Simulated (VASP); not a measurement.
**Sb: single point with r2SCAN**

Crystal: Sb.

```
Sb
1.0
     0.00000    2.37002    2.37002
     2.37002    0.00000    2.37002
     2.37002    2.37002    0.00000
Sb
1
Direct
  0.00000 0.00000 0.00000
```

```json
{
 "Program": "VASP 6.6.1",
 "Task": "single point",
 "Functional": "r2SCAN",
 "Potentials or basis": "VASP PAW PBE potentials, release 64 (Sb)",
 "Cutoff": "520 eV",
 "k mesh": "7 × 7 × 7",
 "Occupations": "gaussian, width 0.05 eV",
 "Spin": "no spin polarisation"
}
```

- Pressure: -0.1 GPa

Levels at points of the mesh, in eV from the Fermi level:
```tsv
k point	band 1	band 2	band 3	band 4	band 5	band 6
(0.00, 0.00, 0.00)	-13.43	5.97	5.97	5.97	10.70	10.70
```

It took 47 s on 1 thread of AMD EPYC 7R13, with other jobs on the host, peak memory 0.13 GiB.

Caveat: the PAW data sets were made with another functional, which shifts forces and pressure a little; spin-orbit coupling is left out, which moves the levels of the heavy elements.
